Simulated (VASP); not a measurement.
# AlN (AlN (P6_3mc)) (P6_3mc) in VASP: notebook

Aim: see how the results for AlN (AlN (P6_3mc)) move with the level of theory and the settings. Levels: PBE, r2SCANh. Tasks: single point.

Everything below comes from runs of VASP 6.6.1. Logs are shortened: lines on timing, memory, paths and dates and some standing lists are left out, and cuts for length are marked.

## (1) The cell of the first run

It takes space group P6_3mc (No. 186, hexagonal). Conventional cell: a = 3.130 Å, b = 3.130 Å, c = 5.017 Å, α = 90.00°, β = 90.00°, γ = 120.00°. Within 2.5 Å of Al (site symmetry 3m) lie 4 N at 1.90 to 1.91 Å. Within 2.5 Å of N (site symmetry 3m) lie 4 Al at 1.90 to 1.91 Å.

## (2) Single point, PBE

Input file INCAR:

```
PREC     = Accurate       # precision mode
ENCUT    = 520            # plane-wave cutoff, eV
EDIFF    = 1E-6           # SCF threshold, eV
ISMEAR   = 0              # smearing method
SIGMA    = 0.01           # smearing width, eV
LREAL    = Auto         
LASPH    = T              # aspherical terms in the spheres
NELM     = 80             # most SCF steps
ALGO     = Normal         # electronic algorithm
ISIF     = 2              # what is computed and relaxed
LWAVE    = F              # write WAVECAR
LCHARG   = F              # write CHGCAR
GGA      = PE             # functional
ISYM     = 0            
NBANDS   = 46             # bands
```

Input file KPOINTS:

```
Automatic mesh
0
Gamma
  1 1 2
  0.25 0.25 0.25
```

Input file POSCAR:

```
AlN
1.0
    6.2595139100      0.0000000600      0.0000000000
   -3.1297570100      5.4208980300      0.0000000000
    0.0000000000      0.0000000000      5.0174032950
Al N
8 8
Direct
    0.3333333350      0.1666666650      0.4992353700
    0.1666666650      0.3333333350      0.9992353700
    0.3333333350      0.6666666650      0.4992353700
    0.1666666650      0.8333333350      0.9992353700
    0.8333333350      0.1666666650      0.4992353700
    0.6666666650      0.3333333350      0.9992353700
    0.8333333350      0.6666666650      0.4992353700
    0.6666666650      0.8333333350      0.9992353700
    0.3333333350      0.1666666650      0.8807646300
    0.1666666650      0.3333333350      0.3807646300
    0.3333333350      0.6666666650      0.8807646300
    0.1666666650      0.8333333350      0.3807646300
    0.8333333350      0.1666666650      0.8807646300
    0.6666666650      0.3333333350      0.3807646300
    0.8333333350      0.6666666650      0.8807646300
    0.6666666650      0.8333333350      0.3807646300
```

Potentials or basis: VASP PAW PBE potentials, release 64 (Al, N).

On the command line:

```sh
cat potpaw_PBE.64/Al/POTCAR potpaw_PBE.64/N/POTCAR > POTCAR
mpirun -np 1 vasp_std > vasp.out
```

OUTCAR:

```text
PREC = Accurate
   ENCUT = 520
   EDIFF = 1E-6
   ISMEAR = 0
   LREAL = Auto
   LASPH = T
   NELM = 80
   ISIF = 2
   GGA = PE
   ISYM = 0

 ion  position               nearest neighbor table
   1  0.333  0.167  0.499-  14 1.90  12 1.90  10 1.90   9 1.91   6 3.09   6 3.09   4 3.09   4 3.09
                             2 3.09   2 3.09   7 3.13   7 3.13   5 3.13   5 3.13   3 3.13   3 3.13
   2  0.167  0.333  0.999-  13 1.90  11 1.90   9 1.90  10 1.91   5 3.09   5 3.09   3 3.09   3 3.09
                             1 3.09   1 3.09   8 3.13   8 3.13   6 3.13   6 3.13   4 3.13   4 3.13
   3  0.333  0.667  0.499-  16 1.90  10 1.90  12 1.90  11 1.91   8 3.09   8 3.09   2 3.09   2 3.09
                             4 3.09   4 3.09   5 3.13   5 3.13   7 3.13   7 3.13   1 3.13   1 3.13
   4  0.167  0.833  0.999-  15 1.90   9 1.90  11 1.90  12 1.91   7 3.09   7 3.09   1 3.09   1 3.09
                             3 3.09   3 3.09   6 3.13   6 3.13   8 3.13   8 3.13   2 3.13   2 3.13
   5  0.833  0.167  0.499-  10 1.90  16 1.90  14 1.90  13 1.91   2 3.09   2 3.09   8 3.09   8 3.09
                             6 3.09   6 3.09   3 3.13   3 3.13   1 3.13   1 3.13   7 3.13   7 3.13
   6  0.667  0.333  0.999-   9 1.90  15 1.90  13 1.90  14 1.91   1 3.09   1 3.09   7 3.09   7 3.09
                             5 3.09   5 3.09   4 3.13   4 3.13   2 3.13   2 3.13   8 3.13   8 3.13
   7  0.833  0.667  0.499-  12 1.90  14 1.90  16 1.90  15 1.91   4 3.09   4 3.09   6 3.09   6 3.09
                             8 3.09   8 3.09   1 3.13   1 3.13   3 3.13   3 3.13   5 3.13   5 3.13
   8  0.667  0.833  0.999-  11 1.90  13 1.90  15 1.90  16 1.91   3 3.09   3 3.09   5 3.09   5 3.09
                             7 3.09   7 3.09   2 3.13   2 3.13   4 3.13   4 3.13   6 3.13   6 3.13
   9  0.333  0.167  0.881-   6 1.90   4 1.90   2 1.90   1 1.91
  10  0.167  0.333  0.381-   5 1.90   3 1.90   1 1.90   2 1.91
  11  0.333  0.667  0.881-   8 1.90   2 1.90   4 1.90   3 1.91
  12  0.167  0.833  0.381-   7 1.90   1 1.90   3 1.90   4 1.91
  13  0.833  0.167  0.881-   2 1.90   8 1.90   6 1.90   5 1.91
  14  0.667  0.333  0.381-   1 1.90   7 1.90   5 1.90   6 1.91
  15  0.833  0.667  0.881-   4 1.90   6 1.90   8 1.90   7 1.91
  16  0.667  0.833  0.381-   3 1.90   5 1.90   7 1.90   8 1.91

IMPORTANT INFORMATION: All symmetrisations will be switched off!
NOSYMM: (Re-)initialisation of all symmetry stuff for point group C_1.

----------------------------------------------------------------------------------------

                                     Primitive cell

  volume of cell :     170.2515

  direct lattice vectors                    reciprocal lattice vectors
     6.259513910  0.000000060  0.000000000     0.159756813  0.092235641  0.000000000
    -3.129757010  5.420898030  0.000000000    -0.000000002  0.184471279  0.000000000
     0.000000000  0.000000000  5.017403295     0.000000000  0.000000000  0.199306283

  length of vectors
[... 112 lines left out ...]
   ISMEAR =     0;   SIGMA  =   0.01  broadening in eV -4-tet -1-fermi 0-gaus
   EFERMI_NEDOS =   21; number of points for ismear=-14 and -15
   IALGO  =     38    algorithm
   IMIX   =      4    mixing-type and parameters
     AMIX     =   0.40;   BMIX     =  1.00
     AMIX_MAG =   1.60;   BMIX_MAG =  1.00
  volume/ion in A,a.u.               =      10.64        71.81
  Fermi-wavevector in a.u.,A,eV,Ry     =   1.181511  2.232733 18.993310  1.395969
  Thomas-Fermi vector in A             =   2.317783
   LORBIT       =      0    0 simple, 1 ext, 2 COOP (PROOUT), +10 PAW based schemes
   GGA     = PE    functional components
   LHFCALC =     F    Hartree Fock is set to
   AEXX    =    0.0000 exact exchange contribution
   IVDW    =     0    specifies the selected vdW correction
   LEPSILON=     F    determine dielectric tensor
   LRPA    =     F    only Hartree local field effects (RPA)
 non-spin polarized calculation
 Gauss-broadening in eV      SIGMA  =   0.01
  energy-cutoff  :      520.00
  volume of cell :      170.25
 maximum number of plane-waves:      4583
 NGX is ok and might be reduce to    48

 number of electron      63.9999991 magnetization

 Free energy of the ion-electron system (eV)
  ---------------------------------------------------
  ext. energy  EPLUGINS =         0.00000000
  ---------------------------------------------------
  free energy    TOTEN  =      -120.66482601 eV

  energy without entropy =     -120.66482601  energy(sigma->0) =     -120.66482601

 E-fermi :   5.6546     XC(G=0): -10.8434

 val. band max:        5.5737970436   @ k =   0.5000   0.2500   0.1250
 cond. band min:      11.3314332630   @ k =  -0.2500  -0.2500   0.1250
 fundamental gap:      5.7576362194
 Fermi energy:         5.6545965592

 k-point     1 :       0.2500    0.2500    0.1250
  band No.  band energies     occupation
      1      -8.5414      2.00000
      2      -7.9107      2.00000
      3      -7.9107      2.00000
      4      -6.9058      2.00000
      5      -6.8866      2.00000
      6      -6.6331      2.00000
[... 553 lines left out ...]
     43      14.7886      0.00000
     44      14.8884      0.00000
 [bands above 44 left out]

------------------------ aborting loop because EDIFF is reached ----------------------------------------

  FORCE on cell =-STRESS in cart. coord.  units (eV):
  Direction    XX          YY          ZZ          XY          YZ          ZX
  --------------------------------------------------------------------------------------
  -------------------------------------------------------------------------------------
  Total       -1.9661916     -1.9662237      1.8827525      0.0000090     -0.0000032      0.0000077
  in kB      -18.5031449    -18.5034469     17.7179294      0.0000843     -0.0000297      0.0000722
  external PRESSURE =      -6.4295541 kB  Pullay stress =       0.0000000 kB

 VOLUME and BASIS-vectors are now :
 -----------------------------------------------------------------------------
  energy-cutoff  :      520.00
  volume of cell :      170.25
      direct lattice vectors                 reciprocal lattice vectors
     6.259513910  0.000000060  0.000000000     0.159756813  0.092235641  0.000000000
    -3.129757010  5.420898030  0.000000000    -0.000000002  0.184471279  0.000000000
     0.000000000  0.000000000  5.017403295     0.000000000  0.000000000  0.199306283

 POSITION                                       TOTAL-FORCE (eV/Angst)
 -----------------------------------------------------------------------------------
      1.56488      0.90348      2.50487         0.000022      0.000004      0.108551
     -0.00000      1.80697      5.01357         0.000005     -0.000001      0.108556
     -0.00000      3.61393      2.50487         0.000018      0.000016      0.108540
     -1.56488      4.51742      5.01357        -0.000000      0.000002      0.108562
      4.69464      0.90348      2.50487        -0.000025     -0.000017      0.108541
      3.12976      1.80697      5.01357        -0.000001      0.000001      0.108581
[... 8 lines left out ...]
      3.12976      3.61393      4.41915         0.000005     -0.000011     -0.108538
      1.56488      4.51742      1.91045        -0.000057     -0.000006     -0.108560
 -----------------------------------------------------------------------------------
    total drift:                               -0.000009      0.000016      0.037516

  FREE ENERGIE OF THE ION-ELECTRON SYSTEM (eV)
  ---------------------------------------------------
  free  energy   TOTEN  =      -120.6648260079 eV

  energy  without entropy=     -120.6648260079  energy(sigma->0) =     -120.66482601
```

stdout:

```text
POSCAR found type information on POSCAR AlN
 POSCAR found :  2 types and      16 ions
 scaLAPACK will be used
 LDA part: xc-table for (Slater+PW92), standard interpolation
 POSCAR, INCAR and KPOINTS ok, starting setup
 FFT: planning ... GRIDC
 FFT: planning ... GRID_SOFT
 FFT: planning ... GRID
 WAVECAR not read
 entering main loop
```

Wall time 4.5 min (1 thread of AMD EPYC 7R43 (Zen 3), shared host); peak memory 0.26 GiB.

What came out:

* Free energy: -120.6648 eV
* Pressure: -0.6 GPa
* Largest force: 0.109 eV/Å
* Band gap on the k mesh: 5.76 eV

Forces on the atoms (eV/Å):
```
Al   0.000  0.000  0.109
Al   0.000  0.000  0.109
Al   0.000  0.000  0.109
Al   0.000  0.000  0.109
Al   0.000  0.000  0.109
Al   0.000  0.000  0.109
Al   0.000  0.000  0.109
Al   0.000  0.000  0.109
N    0.000  0.000 -0.109
N    0.000  0.000 -0.109
N    0.000  0.000 -0.109
N    0.000  0.000 -0.109
N    0.000  0.000 -0.109
N    0.000  0.000 -0.109
N    0.000  0.000 -0.109
N    0.000  0.000 -0.109
```

Levels at points of the mesh, in eV from the valence-band top:
| k point | band 28 | band 29 | band 30 | band 31 | band 32 | band 33 | band 34 | band 35 | band 36 | band 37 |
| --- | --- | --- | --- | --- | --- | --- | --- | --- | --- | --- |
| (0.25, 0.25, 0.12) | -0.69 | -0.37 | -0.37 | -0.27 | 0.00 | 5.76 | 6.32 | 6.81 | 6.81 | 7.42 |

Caveat: the k points lie up to 1.16 Å⁻¹ apart.

## (3) Single point, PBE

Input file INCAR:

```
SYSTEM = AlN
PREC = Accurate
ENCUT = 520
EDIFF = 1E-6
ISMEAR = 0
SIGMA = 0.01
LREAL = Auto
LASPH = .TRUE.
NELM = 80
ALGO = Normal
ISIF = 2
LWAVE = .FALSE.
LCHARG = .FALSE.
GGA = PE
NBANDS = 46
ISYM = 0
```

KPOINTS is that of step 2.

Input file POSCAR:

```
AlN
1.0
    6.2595139092      0.0000000618      0.0000000000
   -3.1297570081      5.4208980298      0.0000000000
    0.0000000000      0.0000000000      5.0174032950
Al N
8 8
Direct
    0.3333333333      0.1666666667      0.4992353700
    0.1666666667      0.3333333333      0.9992353700
    0.3333333333      0.6666666667      0.4992353700
    0.1666666667      0.8333333333      0.9992353700
    0.8333333333      0.1666666667      0.4992353700
    0.6666666667      0.3333333333      0.9992353700
    0.8333333333      0.6666666667      0.4992353700
    0.6666666667      0.8333333333      0.9992353700
    0.3333333333      0.1666666667      0.8807646300
    0.1666666667      0.3333333333      0.3807646300
    0.3333333333      0.6666666667      0.8807646300
    0.1666666667      0.8333333333      0.3807646300
    0.8333333333      0.1666666667      0.8807646300
    0.6666666667      0.3333333333      0.3807646300
    0.8333333333      0.6666666667      0.8807646300
    0.6666666667      0.8333333333      0.3807646300
```

Potentials or basis: VASP PAW PBE potentials, release 64 (Al, N).

On the command line:

```sh
cat potpaw_PBE.64/Al/POTCAR potpaw_PBE.64/N/POTCAR > POTCAR
mpirun -np 1 vasp_std > vasp.out
```

OUTCAR:

```text
SYSTEM = AlN
   PREC = Accurate
   ENCUT = 520
   EDIFF = 1E-6
   ISMEAR = 0
   LREAL = Auto
   LASPH = .TRUE.
   NELM = 80
   ISIF = 2
   GGA = PE
   ISYM = 0

 ion  position               nearest neighbor table
   1  0.333  0.167  0.499-  10 1.90  12 1.90  14 1.90   9 1.91   2 3.09   2 3.09   4 3.09   4 3.09
                             6 3.09   6 3.09   3 3.13   3 3.13   5 3.13   5 3.13   7 3.13   7 3.13
   2  0.167  0.333  0.999-   9 1.90  11 1.90  13 1.90  10 1.91   1 3.09   1 3.09   3 3.09   3 3.09
                             5 3.09   5 3.09   4 3.13   4 3.13   6 3.13   6 3.13   8 3.13   8 3.13
   3  0.333  0.667  0.499-  12 1.90  10 1.90  16 1.90  11 1.91   4 3.09   4 3.09   2 3.09   2 3.09
[... 761 lines left out ...]
  external PRESSURE =      -6.4294324 kB  Pullay stress =       0.0000000 kB

 VOLUME and BASIS-vectors are now :
 -----------------------------------------------------------------------------
  energy-cutoff  :      520.00
  volume of cell :      170.25
      direct lattice vectors                 reciprocal lattice vectors
     6.259513909  0.000000062  0.000000000     0.159756813  0.092235641  0.000000000
    -3.129757008  5.420898030  0.000000000    -0.000000002  0.184471279  0.000000000
     0.000000000  0.000000000  5.017403295     0.000000000  0.000000000  0.199306283

 POSITION                                       TOTAL-FORCE (eV/Angst)
 -----------------------------------------------------------------------------------
      1.56488      0.90348      2.50487         0.000022      0.000004      0.108551
     -0.00000      1.80697      5.01357         0.000004     -0.000001      0.108556
     -0.00000      3.61393      2.50487         0.000018      0.000015      0.108540
     -1.56488      4.51742      5.01357        -0.000001      0.000002      0.108562
      4.69464      0.90348      2.50487        -0.000024     -0.000018      0.108541
      3.12976      1.80697      5.01357        -0.000002      0.000001      0.108581
[... 8 lines left out ...]
      3.12976      3.61393      4.41915         0.000006     -0.000011     -0.108538
      1.56488      4.51742      1.91045        -0.000057     -0.000006     -0.108560
 -----------------------------------------------------------------------------------
    total drift:                               -0.000009      0.000016      0.037514

  FREE ENERGIE OF THE ION-ELECTRON SYSTEM (eV)
  ---------------------------------------------------
  free  energy   TOTEN  =      -120.6648260076 eV

  energy  without entropy=     -120.6648260076  energy(sigma->0) =     -120.66482601
```

OSZICAR:

```text
N       E                     dE             d eps       ncg     rms          rms(c)
DAV:   1     0.257387989110E+03    0.25739E+03   -0.29653E+04  1104   0.125E+03
DAV:   2    -0.114227199967E+03   -0.37162E+03   -0.35479E+03  1440   0.255E+02
DAV:   3    -0.138380089343E+03   -0.24153E+02   -0.24012E+02  1432   0.688E+01
DAV:   4    -0.138666129364E+03   -0.28604E+00   -0.28556E+00  1352   0.831E+00
DAV:   5    -0.138670929637E+03   -0.48003E-02   -0.47985E-02  1388   0.106E+00    0.238E+01
DAV:   6    -0.120632933892E+03    0.18038E+02   -0.69786E+01  1344   0.323E+01    0.834E+00
DAV:   7    -0.120713608204E+03   -0.80674E-01   -0.24506E+00  1328   0.632E+00    0.563E+00
DAV:   8    -0.120675659303E+03    0.37949E-01   -0.25260E-01  1354   0.278E+00    0.804E-01
DAV:   9    -0.120662977099E+03    0.12682E-01   -0.62016E-02  1344   0.946E-01    0.452E-01
DAV:  10    -0.120665098041E+03   -0.21209E-02   -0.82449E-03  1336   0.353E-01    0.231E-01
DAV:  11    -0.120664818072E+03    0.27997E-03   -0.95768E-04  1352   0.127E-01    0.560E-02
DAV:  12    -0.120664826479E+03   -0.84072E-05   -0.36664E-05  1312   0.303E-02    0.225E-02
DAV:  13    -0.120664825425E+03    0.10538E-05   -0.88710E-06  1320   0.134E-02    0.136E-02
DAV:  14    -0.120664826008E+03   -0.58247E-06   -0.41074E-06  1120   0.986E-03
   1 F= -.12066483E+03 E0= -.12066483E+03  d E =-.125048E-30
```

stdout:

```text
POSCAR found type information on POSCAR AlN
 POSCAR found :  2 types and      16 ions
 scaLAPACK will be used
 LDA part: xc-table for (Slater+PW92), standard interpolation
 POSCAR, INCAR and KPOINTS ok, starting setup
 FFT: planning ... GRIDC
 FFT: planning ... GRID_SOFT
 FFT: planning ... GRID
 WAVECAR not read
 entering main loop
```

Wall time 3.9 min (1 thread of AMD EPYC 7R43 (Zen 3), shared host); peak memory 0.26 GiB.

Results:

```
Free energy            : -120.6648 eV
Pressure               : -0.6 GPa
Largest force          : 0.109 eV/Å
Band gap on the k mesh : 5.76 eV
```

Forces on the atoms (eV/Å):
```
Al   0.000  0.000  0.109
Al   0.000  0.000  0.109
Al   0.000  0.000  0.109
Al   0.000  0.000  0.109
Al   0.000  0.000  0.109
Al   0.000  0.000  0.109
Al   0.000  0.000  0.109
Al   0.000  0.000  0.109
N    0.000  0.000 -0.109
N    0.000  0.000 -0.109
N    0.000  0.000 -0.109
N    0.000  0.000 -0.109
N    0.000  0.000 -0.109
N    0.000  0.000 -0.109
N    0.000  0.000 -0.109
N    0.000  0.000 -0.109
```

Stress tensor (GPa, compression positive):
```
-1.85  0.00  0.00
 0.00 -1.85  0.00
 0.00  0.00  1.77
```

Caveat: the k points lie up to 1.16 Å⁻¹ apart. A k mesh can miss the band edges.

## (4) Single point, r2SCANh

This run uses another cell than the first one: it holds 8 atoms, not 16.

Input file POSCAR:

```
AlN
1.0
    3.1297569546      0.0000000309      0.0000000000
   -1.5648785040      2.7104490149      0.0000000000
    0.0000000000      0.0000000000     10.0348065900
Al N
4 4
Direct
    0.6666666667      0.3333333333      0.2496176850
    0.3333333333      0.6666666667      0.4996176850
    0.6666666667      0.3333333333      0.7496176850
    0.3333333333      0.6666666667      0.9996176850
    0.6666666667      0.3333333333      0.4403823150
    0.3333333333      0.6666666667      0.1903823150
    0.6666666667      0.3333333333      0.9403823150
    0.3333333333      0.6666666667      0.6903823150
```

Input file INCAR.step1:

```
PREC     = Accurate       # precision mode
ENCUT    = 520            # plane-wave cutoff, eV
EDIFF    = 1E-5           # SCF threshold, eV
ISMEAR   = -1             # smearing method
SIGMA    = 0.01           # smearing width, eV
LREAL    = F              # projectors in reciprocal space
LASPH    = T              # aspherical terms in the spheres
NELM     = 100            # most SCF steps
ALGO     = Normal         # electronic algorithm
ISIF     = 2              # what is computed and relaxed
LWAVE    = T              # write WAVECAR
LCHARG   = F              # write CHGCAR
NBANDS   = 26             # bands
GGA      = PE             # functional
```

Input file INCAR.step2:

```
PREC     = Accurate       # precision mode
ENCUT    = 520            # plane-wave cutoff, eV
EDIFF    = 1E-7           # SCF threshold, eV
ISMEAR   = -1             # smearing method
SIGMA    = 0.01           # smearing width, eV
LREAL    = F              # projectors in reciprocal space
LASPH    = T              # aspherical terms in the spheres
NELM     = 100            # most SCF steps
ALGO     = Normal         # electronic algorithm
ISIF     = 2              # what is computed and relaxed
LWAVE    = F              # write WAVECAR
LCHARG   = F              # write CHGCAR
METAGGA  = R2SCAN         # meta-GGA
LHFCALC  = T              # exact exchange
AEXX     = 0.1            # exact-exchange fraction
LMIXTAU  = T            
PRECFOCK = Fast         
NBANDS   = 26             # bands
ISTART   = 1
```

Input file KPOINTS:

```
Automatic mesh
0
Gamma
  2 2 1
  0.25 0.25 0.25
```

On the command line:

```sh
cat potpaw_PBE.64/Al/POTCAR potpaw_PBE.64/N/POTCAR > POTCAR
cp INCAR.step1 INCAR
mpirun -np 1 vasp_std > vasp.out
cp INCAR.step2 INCAR
mpirun -np 1 vasp_std > vasp.out
```

Run time: 14 min. Hardware: 1 thread of AMD EPYC 7R43 (Zen 3), shared host; peak memory 0.18 GiB.

It converged, with:

| Property | Result |
| --- | --- |
| Free energy | -81.4174 eV |
| Pressure | -6.7 GPa |
| Largest force | 0.118 eV/Å |
| Band gap on the k mesh | 7.15 eV |

Forces in eV/Å, atoms in the order of the input:
```
Al   0.000  0.000  0.118
Al   0.000  0.000  0.118
Al   0.000  0.000  0.118
Al   0.000  0.000  0.118
N    0.000  0.000 -0.118
N    0.000  0.000 -0.118
N    0.000  0.000 -0.118
N    0.000  0.000 -0.118
```

Stress tensor (GPa, compression positive):
```
-7.95  0.00  0.00
 0.00 -7.95  0.00
 0.00  0.00 -4.11
```

Levels at points of the mesh, in eV from the valence-band top:
```
           k point  band 12  band 13  band 14  band 15  band 16  band 17  band 18  band 19  band 20  band 21
(0.12, 0.12, 0.25)    -1.00    -0.58    -0.48    -0.26     0.00     7.82     8.29     9.26    10.13    10.55
```

Caveat: the k points lie up to 1.16 Å⁻¹ apart; the PAW data sets were made with another functional, which shifts forces and pressure a little.
